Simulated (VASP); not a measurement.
# ZrC (Fm-3m) in VASP: vibrations by perturbation theory with PBEsol

Aim: the vibrations by perturbation theory of ZrC with PBEsol.

Program: VASP 6.6.1. These are calculated values, not measurements. Logs are shortened: lines on timing, memory, paths and dates and some standing lists are left out, and cuts for length are marked.

## Step 1: The cell of the first run

Symmetry: Fm-3m, No. 225, cubic system. Conventional cell: a = 4.669 Å, b = 4.669 Å, c = 4.669 Å, α = 90.00°, β = 90.00°, γ = 90.00°. Within 3.1 Å of Zr (site symmetry m-3m) lie 6 C at 2.33 Å. Within 3.1 Å of C (site symmetry m-3m) lie 6 Zr at 2.33 Å.

## Step 2: Vibrations by perturbation theory, PBEsol

The input, INCAR:

```
SYSTEM = ZrC
PREC = Accurate ; ENCUT = 520
EDIFF = 1E-8 ; ISMEAR = 1
SIGMA = 0.2 ; LREAL = .False.
LASPH = .True. ; NELM = 80
ALGO = Normal ; ISIF = 2
LWAVE = .False. ; LCHARG = .False.
GGA = PS ; NBANDS = 15
IBRION = 8 ; NSW = 1
```

The input, KPOINTS:

```
regular mesh
0
Gamma
  12 12 12
  0 0 0
```

The input, POSCAR:

```
ZrC
1.0
    0.0000000000      2.3345844179      2.3345844179
    2.3345844179      0.0000000000      2.3345844179
    2.3345844179      2.3345844179      0.0000000000
Zr C
1 1
Direct
    0.5000000000      0.5000000000      0.5000000000
    0.0000000000      0.0000000000      0.0000000000
```

Potentials or basis: VASP PAW PBE potentials, release 64 (Zr_sv, C).

Run with:

```sh
$ cat potpaw_PBE.64/Zr_sv/POTCAR potpaw_PBE.64/C/POTCAR > POTCAR
$ mpirun -np 1 vasp_std > vasp.out
```

OUTCAR:

```text
SYSTEM = ZrC
   PREC = Accurate
   ENCUT = 520
   EDIFF = 1E-8
   ISMEAR = 1
   LREAL = .False.
   LASPH = .True.
   NELM = 80
   ISIF = 2
   GGA = PS
   IBRION = 8
   NSW = 1

 ion  position               nearest neighbor table
   1  0.500  0.500  0.500-   2 2.33   2 2.33   2 2.33   2 2.33   2 2.33   2 2.33
   2  0.000  0.000  0.000-   1 2.33   1 2.33   1 2.33   1 2.33   1 2.33   1 2.33

  LATTYP: Found a face centered cubic cell.
 ALAT       =     4.6691688358

  Lattice vectors:

 A1 = (   0.0000000000,   2.3345844179,   2.3345844179)
 A2 = (   2.3345844179,   0.0000000000,   2.3345844179)
 A3 = (   2.3345844179,   2.3345844179,   0.0000000000)

Analysis of symmetry for initial positions (statically):
=====================================================================
 Subroutine PRICEL returns:
 Original cell was already a primitive cell.

 Routine SETGRP: Setting up the symmetry group for a
 face centered cubic supercell.

 Subroutine GETGRP returns: Found 48 space group operations
 (whereof 48 operations were pure point group operations)
 out of a pool of 48 trial point group operations.

The static configuration has the point symmetry O_h .

Analysis of symmetry for dynamics (positions and initial velocities):
=====================================================================
 Subroutine PRICEL returns:
 Original cell was already a primitive cell.

 Routine SETGRP: Setting up the symmetry group for a
 face centered cubic supercell.

 Subroutine GETGRP returns: Found 48 space group operations
 (whereof 48 operations were pure point group operations)
 out of a pool of 48 trial point group operations.

The dynamic configuration has the point symmetry O_h .

 Subroutine INISYM returns: Found 48 space group operations
 (whereof 48 operations are pure point group operations),
 and found     1 'primitive' translations

----------------------------------------------------------------------------------------

                                     Primitive cell

  volume of cell :      25.4483

  direct lattice vectors                    reciprocal lattice vectors
     0.000000000  2.334584418  2.334584418    -0.214170880  0.214170880  0.214170880
     2.334584418  0.000000000  2.334584418     0.214170880 -0.214170880  0.214170880
     2.334584418  2.334584418  0.000000000     0.214170880  0.214170880 -0.214170880

  length of vectors
     3.301600946  3.301600946  3.301600946     0.370954846  0.370954846  0.370954846

  position of ions in fractional coordinates (direct lattice)
     0.500000000  0.500000000  0.500000000
     0.000000000  0.000000000  0.000000000

  ion indices of the primitive-cell ions
   primitive index   ion index
                 1           1
                 2           2

----------------------------------------------------------------------------------------

 KPOINTS: regular mesh

Automatic generation of k-mesh.
 Grid dimensions read from file:
 generate k-points for:   12   12   12

 Generating k-lattice:

  Cartesian coordinates                     Fractional coordinates (reciprocal lattice)
    -0.017847573  0.017847573  0.017847573     0.083333333  0.000000000  0.000000000
     0.017847573 -0.017847573  0.017847573     0.000000000  0.083333333  0.000000000
     0.017847573  0.017847573 -0.017847573     0.000000000  0.000000000  0.083333333

  Length of vectors
     0.030912904  0.030912904  0.030912904

  Shift w.r.t. Gamma in fractional coordinates (k-lattice)
     0.000000000  0.000000000  0.000000000

 Subroutine IBZKPT returns following result:
 ===========================================

 Found     72 irreducible k-points:
[... 77 lines left out ...]
 non-spin polarized calculation
 Methfessel and Paxton  Order N= 1 SIGMA  =   0.20
  energy-cutoff  :      520.00
  volume of cell :       25.45
 maximum number of plane-waves:       701
 NGX is ok and might be reduce to    28
   NGX = 13   NGY = 13   NGZ = 13

--------------------------------------- Ionic step        1  -------------------------------------------

 number of electron      16.0000000 magnetization

 Free energy of the ion-electron system (eV)
  ---------------------------------------------------
  ext. energy  EPLUGINS =         0.00000000
  ---------------------------------------------------
  free energy    TOTEN  =       -20.57189230 eV

  energy without entropy =      -20.57111832  energy(sigma->0) =      -20.57163431

 E-fermi :   9.7613     XC(G=0): -12.3789

 val. band max:        9.7026923686   @ k =   0.4167   0.4167   0.0000
 cond. band min:       9.7927902672   @ k =   0.1667   0.1667   0.0000
 fundamental gap:      0.0900978986
 Fermi energy:         9.7613425105

 k-point     1 :       0.0000    0.0000    0.0000
  band No.  band energies     occupation
      1     -38.1738      2.00000
      2     -15.9010      2.00000
      3     -15.9010      2.00000
      4     -15.9010      2.00000
      5      -1.6264      2.00000
      6      10.6818     -0.00000
      7      10.6818     -0.00000
      8      10.6818     -0.00000
      9      10.7871     -0.00000
     10      10.7871     -0.00000
     11      10.7871     -0.00000
     12      12.5872     -0.00000
     13      12.5872     -0.00000
     14      17.2485      0.00000
[... 401 lines left out ...]
      2     -16.7396      2.00000
      3     -16.1572      2.00000
      4     -16.0208      2.00000
      5       1.1153      2.00000
      6       4.9659      2.00000
      7       7.0214      2.00000
      8       7.0875      2.00000
      9      13.4773     -0.00000
     10      14.0667      0.00000
     11      14.6604      0.00000
     12      17.8927      0.00000
     13      19.2908      0.00000
     14      19.6987      0.00000
     15      23.2615      0.00000

 [... further k-points ...]
[... 5 lines left out ...]
  --------------------------------------------------------------------------------------
  -------------------------------------------------------------------------------------
  Total        0.0624743      0.0624743      0.0624743     -0.0000000     -0.0000000     -0.0000000
  in kB        3.9332667      3.9332667      3.9332667     -0.0000000     -0.0000000     -0.0000000
  external PRESSURE =       3.9332667 kB  Pullay stress =       0.0000000 kB

 VOLUME and BASIS-vectors are now :
 -----------------------------------------------------------------------------
  energy-cutoff  :      520.00
  volume of cell :       25.45
      direct lattice vectors                 reciprocal lattice vectors
     0.000000000  2.334584418  2.334584418    -0.214170880  0.214170880  0.214170880
     2.334584418  0.000000000  2.334584418     0.214170880 -0.214170880  0.214170880
     2.334584418  2.334584418  0.000000000     0.214170880  0.214170880 -0.214170880

 POSITION                                       TOTAL-FORCE (eV/Angst)
 -----------------------------------------------------------------------------------
      2.33458      2.33458      2.33458         0.000000     -0.000000      0.000000
      0.00000      0.00000      0.00000        -0.000000      0.000000     -0.000000
 -----------------------------------------------------------------------------------
    total drift:                                0.000000      0.000000      0.000000

  FREE ENERGIE OF THE ION-ELECTRON SYSTEM (eV)
  ---------------------------------------------------
  free  energy   TOTEN  =       -20.5718923003 eV

  energy  without entropy=      -20.5711183166  energy(sigma->0) =      -20.57163431

[... ionic steps 2 to 3 ...]

--------------------------------------- Ionic step        4  -------------------------------------------

------------------------ aborting loop because EDIFF is reached ----------------------------------------

[... ionic steps 5 to 6 ...]

--------------------------------------- Ionic step        7  -------------------------------------------

 Free energy of the ion-electron system (eV)
  ---------------------------------------------------
  ---------------------------------------------------
  free energy    TOTEN  =        -0.11866528 eV

  energy without entropy =       -0.11866528

------------------------ aborting loop because EDIFF is reached ----------------------------------------

 INTERNAL STRAIN TENSOR  FOR ION    2  DIRECTION 1   (eV/Angst):
 -----------------------------------------------------------------------------
     0.01806 -0.00000 -0.00000
     0.00000 -0.01267  0.00000
     0.00000  0.00000 -0.01267

 INTERNAL STRAIN TENSOR FOR ION    2 for displacements in x,y,z  (eV/Angst):
          X           Y           Z          XY          YZ          ZX
  --------------------------------------------------------------------------------
  x     0.00000     0.00000     0.00000     0.00000     0.00000     0.00000
  y     0.00000     0.00000     0.00000     0.00000     0.00000     0.00000
  z     0.00000     0.00000     0.00000     0.00000     0.00000     0.00000

 SECOND DERIVATIVES (NOT SYMMETRIZED)
 ------------------------------------
               1X          1Y          1Z          2X          2Y          2Z
  1X    -7.306065    0.000000    0.000000    7.306065    0.000000    0.000000
  1Y     0.000000   -7.306065    0.000000    0.000000    7.306065    0.000000
  1Z     0.000000    0.000000   -7.306065    0.000000    0.000000    7.306065
  2X     7.295096    0.000000    0.000000   -7.295096    0.000000    0.000000
  2Y     0.000000    7.295096    0.000000    0.000000   -7.295096    0.000000
  2Z     0.000000    0.000000    7.295096    0.000000    0.000000   -7.295096

 Eigenvectors and eigenvalues of the dynamical matrix
 ----------------------------------------------------

   1 f  =   12.962046 THz    81.442940 2PiTHz  432.367329 cm-1    53.606693 meV
             X         Y         Z           dx          dy          dz
      2.334584  2.334584  2.334584     0.000000    0.341322    0.000000
      0.000000  0.000000  0.000000     0.000000   -0.939946    0.000000
[... 21 lines left out ...]
   6 f/i=    0.003124 THz     0.019630 2PiTHz    0.104211 cm-1     0.012921 meV
             X         Y         Z           dx          dy          dz
      2.334584  2.334584  2.334584     0.000000   -0.939946    0.000000
      0.000000  0.000000  0.000000     0.000000   -0.341322    0.000000

--------------------------------------------------------------------------------------------------------

 ELASTIC MODULI CONTR FROM IONIC RELAXATION (kBar)
 Direction    XX          YY          ZZ          XY          YZ          ZX
 --------------------------------------------------------------------------------
 XX           0.0000      0.0000      0.0000      0.0000      0.0000      0.0000
 YY           0.0000      0.0000      0.0000      0.0000      0.0000      0.0000
 ZZ           0.0000      0.0000      0.0000      0.0000      0.0000      0.0000
 XY           0.0000      0.0000      0.0000      0.0000      0.0000      0.0000
 YZ           0.0000      0.0000      0.0000      0.0000      0.0000      0.0000
 ZX           0.0000      0.0000      0.0000      0.0000      0.0000      0.0000
 --------------------------------------------------------------------------------
```

Wall time 3.7 min (1 thread of AMD EPYC 9R45 (Zen 5), shared host); peak memory 0.26 GiB.

Results:

```
Highest phonon frequency at Γ, LO-TO splitting left out : 432 cm⁻¹
```

Phonon frequencies in cm⁻¹ (negative: imaginary):
```
              q point        frequencies
(0.000, 0.000, 0.000)  0 0 0 432 432 432
```

Caveat: the PAW data sets were made with another functional, which shifts forces and pressure a little.
